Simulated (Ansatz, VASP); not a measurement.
Hg in VASP and in Ansatz

INCAR

```
SYSTEM = Hg
PREC = Accurate
ENCUT = 600
EDIFF = 1E-7
ISMEAR = -1
SIGMA = 0.05
LREAL = .FALSE.
LASPH = .TRUE.
NELM = 60
ALGO = Normal
ISIF = 3
LWAVE = .FALSE.
LCHARG = .FALSE.
GGA = PE
IBRION = 2
NSW = 100
EDIFFG = -0.005
```

File KPOINTS:

```
Automatic mesh
0
G
  12 12 12
  0 0 0
```

The input POSCAR:

```
Hg
1.0
    3.1249785760      0.0000000000      0.0000000000
    0.0000000000      3.1249785760      0.0000000000
    0.0000000000      0.0000000000      3.1249785760
Hg
1
Direct
    0.0000000000      0.0000000000      0.0000000000
```

Input for Ansatz:

```yaml
crystal:
  lattice:
    - [3.124978576, 0.0, 0.0]
    - [0.0, 3.124978576, 0.0]
    - [0.0, 0.0, 3.124978576]
  atoms:
    - { symbol: Hg, position: [0.0, 0.0, 0.0] }
kpoints:
  mp_grid: { grid: [12, 12, 12] }
scf:
  occupations: { method: fermi_dirac, width: 0.05 }
hamiltonian:
  xc: pbe
  pseudopotentials: { kind: paw }
output:
  forces: true
  stress: true
relax:
  f_tol: 0.005
  max_steps: 80
  cell: {}
```

Alike in both runs: task relaxation of cell and atoms; functional PBE; k mesh 12 × 12 × 12; occupations fermi-dirac, width 0.05 eV; no spin polarisation.

|  | VASP | Ansatz |
| --- | --- | --- |
| version | VASP 6.6.1 | Ansatz 0.2.0 |
| potentials or method | VASP PAW PBE potentials, release 64 (Hg) | PAW with Ansatz's default frozen-core files, scalar-relativistic |
| plane-wave cutoff (eV) | 600 | 420 |
| valence electrons in the cell | 12 | 20 |

Ansatz gave:

| Item | Value |
| --- | --- |
| relaxed volume (Å³/atom) | 29.61 |
| relaxed cell length with the largest relative difference (Å) | 3.094 |

Task: What did VASP give for the same quantities?

Result: Relaxed volume (Å³/atom): 30.35; relaxed cell length with the largest relative difference (Å): 3.119.

VASP's potentials hold 12 valence electrons a cell and Ansatz's 20, so a difference there can come from the potentials and not from the codes.

Neither program's run includes spin-orbit coupling.
